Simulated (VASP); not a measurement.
Runs of VASP 6.6.1 on Pt. The structure is that of space group P6_3/mmc (No. 194), or close to it. The cells are those of the table. This isn't the form of Pt at room conditions, which is fcc.

```tsv
task	cell	k mesh	cutoff (eV)	gap on the mesh (eV)	pressure (GPa)	relaxed volume (Å³/atom)
single point	a = 2.894, b = 2.894, c = 9.333 Å, angles 90.0, 90.0, 120.0°, 4 atoms	9 × 9 × 2	520	none	-24.3	-
single point	a = 2.740, b = 2.740, c = 9.246 Å, angles 90.0, 90.0, 120.0°, 4 atoms	6 × 6 × 2	520	none	-0.3	-
single point	a = 2.752, b = 2.752, c = 9.192 Å, angles 90.0, 90.0, 120.0°, 4 atoms	9 × 9 × 2	520	none	-0.4	-
relaxation of cell and atoms	relaxed from a = 2.740, b = 2.740, c = 9.246 Å, angles 90.0, 90.0, 120.0°, 4 atoms	9 × 9 × 2	600	-	-0.1	(a)
relaxation of cell and atoms	relaxed from a = 2.894, b = 2.894, c = 9.333 Å, angles 90.0, 90.0, 120.0°, 4 atoms	6 × 6 × 2	600	-	0.0	15.01
single point	a = 2.750, b = 2.750, c = 9.209 Å, angles 90.0, 90.0, 120.0°, 4 atoms	21 × 21 × 6	520	none	-0.4	-
```

Alike in all rows: level PBEsol; potentials or basis VASP PAW PBE potentials, release 64 (Pt); no spin polarisation; smearing gaussian 0.1 eV.

**Question.** Fill in the values left out.

**Answer.** (a) 15.07.

Caveats: some runs use coarse meshes; the PAW data sets were made with another functional, which shifts forces and pressure a little; spin-orbit coupling is left out, which moves the levels of the heavy elements; the highest band is partly filled, so the run has too few bands (at least some runs); the cell stands under tension (at least some runs).

A k mesh can miss the band edges, and the runs leave out spin-orbit coupling on Pt.

A gap of «none» marks levels without a gap at the run's occupations.
